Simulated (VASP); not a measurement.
Crystal: Al.

```xyz
1
Lattice="0.0000 2.0515 2.0515 2.0515 0.0000 2.0515 2.0515 2.0515 0.0000" Properties=species:S:1:pos:R:3 pbc="T T T"
Al    0.0000    0.0000    0.0000
```

Base run:

```yaml
Program: VASP 6.6.1
Functional: BLYP
Potentials_or_basis: VASP PAW PBE potentials, release 64 (Al)
Cutoff: 520 eV
k_mesh: 11 × 11 × 11
Occupations: fermi-dirac, width 0.05 eV
Spin: no spin polarisation
```

Its results: pressure 0.5 GPa.

Problem. The run is repeated on the same cell with these changes: further incar settings from ALGO = Normal; EDIFF = 1e-06; NBANDS = 8 to ALGO = Fast; EDIFF = 1e-06; NBANDS = 8; dispersion from none to D3(BJ). What comes out?

Solution. Pressure -6.6 GPa.

Caveats: the PAW data sets were made with another functional, which shifts forces and pressure a little; pairwise dispersion overbinds metals, which lowers pressure and volume (some runs).
